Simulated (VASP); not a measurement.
Here is a VASP 6.6.1 calculation.

File INCAR:

```
  PREC = Accurate
  ENCUT = 520
  EDIFF = 1E-8
  ISMEAR = 1
  SIGMA = 0.2
  LREAL = F
  LASPH = T
  NELM = 60
  ALGO = Normal
  ISIF = 2
  LWAVE = F
  LCHARG = F
  GGA = PS
  NBANDS = 18
  IBRION = 8
  NSW = 1
```

The input KPOINTS:

```
Automatic mesh
0
Gamma
  12 12 12
```

POSCAR

```
CuPd
1.0
    2.9614564899      0.0000000000      0.0000000000
    0.0000000000      2.9614564899      0.0000000000
    0.0000000000      0.0000000000      2.9614564899
Cu Pd
1 1
Direct
    0.0000000000      0.0000000000      0.0000000000
    0.5000000000      0.5000000000      0.5000000000
```

Potentials or basis: VASP PAW PBE potentials, release 64 (Cu, Pd).

Command:

```bash
$ cat potpaw_PBE.64/Cu/POTCAR potpaw_PBE.64/Pd/POTCAR > POTCAR
$ mpirun -np 1 vasp_std > vasp.out
```

Q: What does it give for the highest phonon frequency at Γ?

A: 224 cm⁻¹.

Phonon frequencies in cm⁻¹ (negative: imaginary):
```tsv
q point	frequencies
(0.000, 0.000, 0.000)	0 0 0 224 224 224
```
